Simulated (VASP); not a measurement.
# Cu (P3_121) in VASP: a series of runs

Cu is run at these levels: PBEsol; tasks: single point, relaxation of cell and atoms.

All numbers are computed with VASP 6.6.1; they aren't measurements. Logs are shortened: lines on timing, memory, paths and dates and some standing lists are left out, and cuts for length are marked.

## (1) The cell of the first run

Symmetry: P3_121, No. 152, trigonal system. Conventional cell: a = 3.291 Å, b = 3.291 Å, c = 3.734 Å, α = 90.00°, β = 90.00°, γ = 120.00°. Cu (site symmetry 2) has 2 Cu at 1.79 Å within 2.4 Å.

## (2) Single point, PBEsol

INCAR reads:

```
SYSTEM = Cu
ALGO = Normal ; EDIFF = 1E-6
ENCUT = 600 ; GGA = PS
GGA_COMPAT = .False. ; ISIF = 2
ISMEAR = 0 ; LASPH = .True.
LCHARG = .True. ; LELF = .True.
LREAL = .False. ; LVHAR = .True.
LWAVE = .False. ; NBANDS = 24
NELM = 120 ; PREC = Accurate
SIGMA = 0.1
```

KPOINTS reads:

```
k-points
0
Gamma
  6 6 6
  0 0 0
```

POSCAR reads:

```
Cu
1.0
    3.2911649418      0.0000000000      0.0000000000
   -1.6455824709      2.8502324477      0.0000000000
    0.0000000000      0.0000000000      3.7339367978
Cu
3
Direct
    0.2254000000      0.0000000000      0.3333333333
    0.0000000000      0.2254000000      0.6666666667
    0.7746000000      0.7746000000      0.0000000000
```

Potentials or basis: VASP PAW PBE potentials, release 64 (Cu).

Run with:

```console
cat potpaw_PBE.64/Cu/POTCAR > POTCAR
mpirun -np 1 vasp_std > vasp.out
```

OUTCAR:

```text
SYSTEM = Cu
   EDIFF = 1E-6
   ENCUT = 600
   GGA = PS
   ISIF = 2
   ISMEAR = 0
   LASPH = .True.
   LREAL = .False.
   NELM = 120
   PREC = Accurate

 ion  position               nearest neighbor table
   1  0.225  0.000  0.333-   3 1.79   2 1.79   3 2.59   3 2.59   2 2.59   2 2.59
   2  0.000  0.225  0.667-   3 1.79   1 1.79   3 2.59   3 2.59   1 2.59   1 2.59
   3  0.775  0.775  0.000-   1 1.79   2 1.79   1 2.59   2 2.59   2 2.59   1 2.59

  LATTYP: Found a hexagonal cell.
 ALAT       =     3.2911649418
 C/A-ratio  =     1.1345334749

  Lattice vectors:

 A1 = (   3.2911649418,   0.0000000000,   0.0000000000)
 A2 = (  -1.6455824709,   2.8502324477,   0.0000000000)
 A3 = (   0.0000000000,   0.0000000000,   3.7339367978)

Analysis of symmetry for initial positions (statically):
=====================================================================
 Subroutine PRICEL returns:
 Original cell was already a primitive cell.

 Routine SETGRP: Setting up the symmetry group for a
 hexagonal supercell.

 Subroutine GETGRP returns: Found  6 space group operations
 (whereof  2 operations were pure point group operations)
 out of a pool of 24 trial point group operations.

The static configuration has the point symmetry C_2 .
 The point group associated with its full space group is D_3 .

Analysis of symmetry for dynamics (positions and initial velocities):
=====================================================================
 Subroutine PRICEL returns:
 Original cell was already a primitive cell.

 Routine SETGRP: Setting up the symmetry group for a
 hexagonal supercell.

 Subroutine GETGRP returns: Found  6 space group operations
 (whereof  2 operations were pure point group operations)
 out of a pool of 24 trial point group operations.

The dynamic configuration has the point symmetry C_2 .
 The point group associated with its full space group is D_3 .

 Subroutine INISYM returns: Found  6 space group operations
 (whereof  2 operations are pure point group operations),
 and found     1 'primitive' translations

----------------------------------------------------------------------------------------

                                     Primitive cell

  volume of cell :      35.0265

  direct lattice vectors                    reciprocal lattice vectors
     3.291164942  0.000000000  0.000000000     0.303843781  0.175424289  0.000000000
    -1.645582471  2.850232448  0.000000000     0.000000000  0.350848578  0.000000000
     0.000000000  0.000000000  3.733936798     0.000000000  0.000000000  0.267813853

  length of vectors
     3.291164942  3.291164942  3.733936798     0.350848578  0.350848578  0.267813853

  position of ions in fractional coordinates (direct lattice)
     0.225400000  0.000000000  0.333333333
     0.000000000  0.225400000  0.666666667
     0.774600000  0.774600000  0.000000000

  ion indices of the primitive-cell ions
   primitive index   ion index
                 1           1
                 2           2
                 3           3

----------------------------------------------------------------------------------------

 KPOINTS: k-points

Automatic generation of k-mesh.
 Grid dimensions read from file:
 generate k-points for:    6    6    6

 Generating k-lattice:

  Cartesian coordinates                     Fractional coordinates (reciprocal lattice)
     0.050640630  0.029237381  0.000000000     0.166666667  0.000000000  0.000000000
     0.000000000  0.058474763  0.000000000     0.000000000  0.166666667  0.000000000
     0.000000000  0.000000000  0.044635642     0.000000000  0.000000000  0.166666667

  Length of vectors
     0.058474763  0.058474763  0.044635642

  Shift w.r.t. Gamma in fractional coordinates (k-lattice)
     0.000000000  0.000000000  0.000000000

 Subroutine IBZKPT returns following result:
 ===========================================

 Found     34 irreducible k-points:

 Following reciprocal coordinates:
            Coordinates               Weight
  0.000000  0.000000  0.000000      1.000000
  0.166667 -0.000000  0.000000      6.000000
  0.333333 -0.000000  0.000000      6.000000
  0.500000 -0.000000  0.000000      3.000000
  0.166667  0.166667  0.000000      6.000000
  0.333333  0.166667  0.000000     12.000000
[... 16 lines left out ...]
  0.500000 -0.000000  0.333333      6.000000
  0.166667  0.166667  0.333333     12.000000
 [... further k-points ...]
   k-points           NKPTS =     34   k-points in BZ     NKDIM =     34   number of bands    NBANDS=     24
   number of dos      NEDOS =    301   number of ions     NIONS =      3
   total plane-waves  NPLWV =  23520
   dimension x,y,z NGX =    28 NGY =   28 NGZ =   30
   dimension x,y,z NGXF=    56 NGYF=   56 NGZF=   60
   ions per type =               3
   NGX,Y,Z   is equivalent  to a cutoff of  14.14, 14.14, 13.36 a.u.
   NGXF,Y,Z  is equivalent  to a cutoff of  28.29, 28.29, 26.71 a.u.
 SYSTEM =  Cu
   PREC   = accura    normal or accurate (medium, high low for compatibility)
   ISTART =      0    job   : 0-new  1-cont  2-samecut
   ICHARG =      2    charge: 1-file 2-atom 10-const
   ISPIN  =      1    spin polarized calculation?
   LNONCOLLINEAR =      F non collinear calculations
   LSORBIT =      F    spin-orbit coupling
   LASPH  =      T    aspherical Exc in radial PAW
   ENCUT  =  600.0 eV  44.10 Ry    6.64 a.u.   6.57  6.57  7.46*2*pi/ulx,y,z
   NELM   =    120;   NELMIN=  2; NELMDL= -5     # of ELM steps
   EDIFF  = 0.1E-05   stopping-criterion for ELM
   LREAL  =      F    real-space projection
   EDIFFG = 0.1E-04   stopping-criterion for IOM
   NSW    =      0    number of steps for IOM
   IBRION =     -1    ionic relax: 0-MD 1-quasi-New 2-CG
   NFREE  =      0    steps in history (QN), initial steepest desc. (CG)
   ISIF   =      2    stress and relaxation
   ISYM   =      2    0-nonsym 1-usesym 2-fastsym
   POTIM  = 0.5000    time-step for ionic-motion
   TEBEG  =    0.0;   TEEND  =   0.0 temperature during run
   PSTRESS=    0.0 pullay stress
   NELECT =      33.0000    total number of electrons
   NUPDOWN=      -1.0000    fix difference up-down
   EMIN   =  10.00;   EMAX   =-10.00  energy-range for DOS
   EFERMI =   0.00;   METHOD = LEGACY
   ISMEAR =     0;   SIGMA  =   0.10  broadening in eV -4-tet -1-fermi 0-gaus
   EFERMI_NEDOS =   21; number of points for ismear=-14 and -15
   IALGO  =     38    algorithm
   IMIX   =      4    mixing-type and parameters
     AMIX     =   0.40;   BMIX     =  1.00
     AMIX_MAG =   1.60;   BMIX_MAG =  1.00
  volume/ion in A,a.u.               =      11.68        78.79
  Fermi-wavevector in a.u.,A,eV,Ry     =   1.604897  3.032816 35.044452  2.575695
  Thomas-Fermi vector in A             =   2.701329
   LORBIT       =      0    0 simple, 1 ext, 2 COOP (PROOUT), +10 PAW based schemes
   GGA     = PS    functional components
   LHFCALC =     F    Hartree Fock is set to
   AEXX    =    0.0000 exact exchange contribution
   IVDW    =     0    specifies the selected vdW correction
   LEPSILON=     F    determine dielectric tensor
   LRPA    =     F    only Hartree local field effects (RPA)
 non-spin polarized calculation
 Gauss-broadening in eV      SIGMA  =   0.10
  energy-cutoff  :      600.00
  volume of cell :       35.03
 maximum number of plane-waves:      1202
 NGX is ok and might be reduce to    28
   NGX = 13   NGY = 13   NGZ = 15

 number of electron      33.0000019 magnetization

 Free energy of the ion-electron system (eV)
  ---------------------------------------------------
  ext. energy  EPLUGINS =         0.00000000
  ---------------------------------------------------
  free energy    TOTEN  =        -5.06838282 eV

  energy without entropy =       -5.05654089  energy(sigma->0) =       -5.06246185

 E-fermi :   7.5666     XC(G=0): -12.7592

 val. band max:        7.5644891971   @ k =   0.3333   0.1667   0.0000
 cond. band min:       7.5834505915   @ k =   0.3333   0.3333   0.1667
 fundamental gap:      0.0189613943
 Fermi energy:         7.5666344101

 k-point     1 :       0.0000    0.0000    0.0000
  band No.  band energies     occupation
      1      -1.6995      2.00000
      2       1.7429      2.00000
      3       1.7429      2.00000
      4       2.1420      2.00000
      5       2.1420      2.00000
      6       2.3832      2.00000
[... 16 lines left out ...]
     23      20.3250      0.00000
     24      20.3250      0.00000

 k-point     2 :       0.1667   -0.0000    0.0000
  band No.  band energies     occupation
      1      -1.1712      2.00000
      2       1.7455      2.00000
      3       1.8109      2.00000
      4       2.1306      2.00000
      5       2.2053      2.00000
      6       2.4491      2.00000
[... 16 lines left out ...]
     23      22.4818      0.00000
     24      23.2345      0.00000

 k-point     3 :       0.3333   -0.0000    0.0000
  band No.  band energies     occupation
      1       0.2702      2.00000
      2       1.5932      2.00000
      3       1.9624      2.00000
      4       2.2082      2.00000
      5       2.4129      2.00000
      6       2.6284      2.00000
[... 16 lines left out ...]
     23      20.2452      0.00000
     24      23.9626      0.00000

 k-point     4 :       0.5000   -0.0000    0.0000
  band No.  band energies     occupation
      1       1.4858      2.00000
      2       1.5582      2.00000
      3       1.9162      2.00000
      4       2.3141      2.00000
      5       2.5784      2.00000
      6       2.6936      2.00000
[... 16 lines left out ...]
     23      18.5554      0.00000
     24      23.5528      0.00000

 k-point     5 :       0.1667    0.1667    0.0000
  band No.  band energies     occupation
      1      -0.1784      2.00000
      2       1.7938      2.00000
      3       1.7970      2.00000
      4       2.1733      2.00000
      5       2.2609      2.00000
      6       2.6361      2.00000
[... 16 lines left out ...]
     23      21.5529      0.00000
     24      22.1933      0.00000

 k-point     6 :       0.3333    0.1667    0.0000
  band No.  band energies     occupation
      1       1.3212      2.00000
      2       1.6445      2.00000
      3       1.9071      2.00000
      4       2.3020      2.00000
      5       2.4044      2.00000
      6       2.7245      2.00000
[... 16 lines left out ...]
     23      19.4229      0.00000
     24      21.4164      0.00000
[... 379 lines left out ...]
 k-point    21 :       0.3333   -0.0000    0.3333
  band No.  band energies     occupation
      1       1.0847      2.00000
      2       1.7722      2.00000
      3       2.1645      2.00000
      4       2.2617      2.00000
      5       2.4886      2.00000
      6       2.8929      2.00000
[... 16 lines left out ...]
     23      20.1781      0.00000
     24      22.4380      0.00000

 k-point    22 :       0.0000    0.3333    0.3333
  band No.  band energies     occupation
      1       1.2188      2.00000
      2       1.7811      2.00000
      3       2.2053      2.00000
      4       2.2363      2.00000
      5       2.4857      2.00000
      6       2.8627      2.00000
[... 16 lines left out ...]
     23      20.6224      0.00000
     24      21.9738      0.00000

 k-point    23 :       0.5000   -0.0000    0.3333
  band No.  band energies     occupation
      1       1.7193      2.00000
      2       1.8749      2.00000
      3       2.1076      2.00000
      4       2.3804      2.00000
      5       2.5522      2.00000
      6       3.0516      2.00000
[... 16 lines left out ...]
     23      20.2900      0.00000
     24      24.3097      0.00000

 k-point    24 :       0.1667    0.1667    0.3333
  band No.  band energies     occupation
      1       0.8313      2.00000
      2       1.8953      2.00000
      3       2.0434      2.00000
      4       2.2358      2.00000
      5       2.4050      2.00000
      6       2.8431      2.00000
[... 16 lines left out ...]
     23      21.4878      0.00000
     24      22.2883      0.00000

 [... further k-points ...]

------------------------ aborting loop because EDIFF is reached ----------------------------------------

  FORCE on cell =-STRESS in cart. coord.  units (eV):
  Direction    XX          YY          ZZ          XY          YZ          ZX
  --------------------------------------------------------------------------------------
  -------------------------------------------------------------------------------------
  Total       14.0755833     14.0755833     28.6376451     -0.0000000      0.0000000     -0.0000000
  in kB      643.8431717    643.8431717   1309.9387646     -0.0000000      0.0000000     -0.0000000
  external PRESSURE =     865.8750360 kB  Pullay stress =       0.0000000 kB

 VOLUME and BASIS-vectors are now :
 -----------------------------------------------------------------------------
  energy-cutoff  :      600.00
  volume of cell :       35.03
      direct lattice vectors                 reciprocal lattice vectors
     3.291164942  0.000000000  0.000000000     0.303843781  0.175424289  0.000000000
    -1.645582471  2.850232448  0.000000000     0.000000000  0.350848578  0.000000000
     0.000000000  0.000000000  3.733936798     0.000000000  0.000000000  0.267813853

 POSITION                                       TOTAL-FORCE (eV/Angst)
 -----------------------------------------------------------------------------------
      0.74183      0.00000      1.24465        14.858315      0.000000     -0.000000
     -0.37091      0.64244      2.48929        -7.429157     12.867678     -0.000000
      1.27467      2.20779      0.00000        -7.429157    -12.867678      0.000000
 -----------------------------------------------------------------------------------
    total drift:                                0.000000      0.000000      0.000000

  FREE ENERGIE OF THE ION-ELECTRON SYSTEM (eV)
  ---------------------------------------------------
  free  energy   TOTEN  =        -5.0683828231 eV

  energy  without entropy=       -5.0565408868  energy(sigma->0) =       -5.06246185
```

It took 28 s on 1 thread of Intel Xeon Platinum 8375C at 2.90GHz (Ice Lake), shared host; peak memory 0.17 GiB.

Results:

| Item | Value |
| --- | --- |
| Free energy | -5.0684 eV |
| Pressure | 86.6 GPa |
| Largest force | 14.858 eV/Å |
| Band gap on the k mesh | zero (an odd number of electrons rules out a gap without spin polarisation) |

Forces in eV/Å, atoms in the order of the input:
```
Cu   14.858   0.000   0.000
Cu   -7.429  12.868   0.000
Cu   -7.429 -12.868   0.000
```

Caveat: the k points lie up to 0.37 Å⁻¹ apart, too coarse for converged energies and pressures of a metal; atoms lie so close that the PAW spheres overlap strongly, which falsifies energies and pressures; the PAW data sets were made with another functional, which shifts forces and pressure a little.

## (3) Relaxation of cell and atoms, PBEsol

INCAR reads:

```
SYSTEM = Cu
  ALGO = Normal
  EDIFF = 1E-7
  EDIFFG = -0.04
  ENCUT = 600
  GGA = PS
  GGA_COMPAT = .False.
  IBRION = 2
  ISIF = 3
  ISMEAR = 0
  LASPH = .True.
  LCHARG = .False.
  LREAL = .False.
  LWAVE = .False.
  NELM = 120
  NELMIN = 4
  NSW = 90
  PREC = Accurate
  SIGMA = 0.1
```

KPOINTS is that of step 2.

POSCAR is that of step 2.

Potentials or basis: VASP PAW PBE potentials, release 64 (Cu).

Run with:

```console
cat potpaw_PBE.64/Cu/POTCAR > POTCAR
mpirun -np 1 vasp_std > vasp.out
```

Run time: 8.4 min. Hardware: 1 thread of Intel Xeon Platinum 8375C at 2.90GHz (Ice Lake), shared host; peak memory 0.18 GiB.

Results (log left out):

- Free energy: -12.7030 eV
- Relaxed volume: 11.41 Å³/atom
- Relaxed cell: a = 3.988 Å, b = 3.988 Å, c = 2.484 Å, α = 90.00°, β = 90.00°, γ = 120.00°
- Space group after relaxing (to 0.1 Å): Im-3m (No. 229)
- Energy gained by relaxing: 2544.9 meV/atom
- Ionic steps: 36
- Pressure after relaxing: 0.0 GPa
- Largest force after relaxing: 0.014 eV/Å
- Band gap on the k mesh: zero (an odd number of electrons rules out a gap without spin polarisation)

Forces in eV/Å, atoms in the order of the input:
```
Cu  -0.014  0.000  0.000
Cu   0.007 -0.012  0.000
Cu   0.007  0.012  0.000
```

Stress tensor (GPa, compression positive):
```
 0.13  0.00  0.00
 0.00  0.13  0.00
 0.00  0.00 -0.17
```

Step by step:
```tsv
step	energy change (eV)	largest force (eV/Å)	pressure (GPa)	volume (Å³)
1	0.0000	14.8586	86.55	35.03
2	-2.8547	0.0892	-14.06	76.91
3	-3.3382	0.0613	-14.95	71.44
4	-3.7730	0.0175	-15.89	66.86
5	-5.6797	0.0035	-15.65	49.33
6	-5.9277	1.7012	-1.88	41.79
7	-5.9995	0.6100	-10.24	44.86
8	-6.0154	0.8592	-8.32	43.93
9	-6.0151	0.9275	-7.77	43.71
10	-6.2182	0.6483	-1.06	40.22
11	-6.2405	0.4690	3.25	38.73
12	-6.2785	0.0559	1.17	39.26
13	-6.2820	0.0988	0.37	39.49
14	-6.2957	0.0977	-0.49	39.74
15	-6.3367	0.0915	-3.02	40.44
16	-6.4544	0.0756	-8.11	41.58
17	-6.7922	0.0440	-17.43	42.77
18	-6.8736	0.0392	-18.98	42.81
19	-6.8098	0.0428	-17.75	42.78
20	-6.8107	0.0427	-17.82	42.79
21	-6.8132	0.0422	-17.95	42.82
22	-6.8179	0.0414	-18.20	42.88
23	-6.8254	0.0398	-18.66	42.99
24	-6.8338	0.0364	-19.46	43.19
25	-6.8442	0.0366	-19.49	43.12
26	-6.8749	0.0372	-19.33	42.89
27	-6.9355	0.0388	-19.03	42.45
28	-7.0524	0.0418	-18.25	41.56
29	-7.2678	0.0469	-16.10	39.80
30	-7.5753	0.0560	-8.37	36.34
31	-6.6114	0.0609	42.18	29.62
32	-7.6069	0.0548	-5.68	35.58
33	-7.6217	0.0538	-1.79	34.65
34	-7.6240	0.0502	-1.66	34.60
35	-7.6298	0.0398	-1.13	34.48
36	-7.6347	0.0138	0.03	34.22
```

Final structure:
```
CELL_PARAMETERS angstrom
3.98820 0.00000 0.00000
-1.99410 3.45389 0.00000
0.00000 0.00000 2.48390
ATOMIC_POSITIONS crystal
Cu 0.33366 0.00000 0.33333
Cu 0.00000 0.33366 0.66667
Cu 0.66634 0.66634 0.00000
```

Levels at points of the mesh, in eV from the Fermi level:
```csv
k point,band 13,band 14,band 15,band 16,band 17,band 18,band 19,band 20
"(0.00, 0.00, 0.00)",-2.15,-2.15,-2.15,-2.15,4.82,4.82,4.82,4.83
"(0.50, 0.00, 0.00)",-2.16,-2.13,-1.97,-1.97,-1.45,-0.70,4.57,14.35
"(0.00, 0.00, 0.50)",-1.68,-1.61,-1.61,-0.16,-0.16,8.20,8.20,8.30
"(0.50, 0.00, 0.50)",-1.84,-1.84,-1.47,-0.87,1.92,1.93,4.32,7.91
```

Caveat: the k points lie up to 0.42 Å⁻¹ apart in the final cell, too coarse for converged energies and pressures of a metal; a cell axis changed by over 15 % at a fixed basis, so the end point is rough; the PAW data sets were made with another functional, which shifts forces and pressure a little.
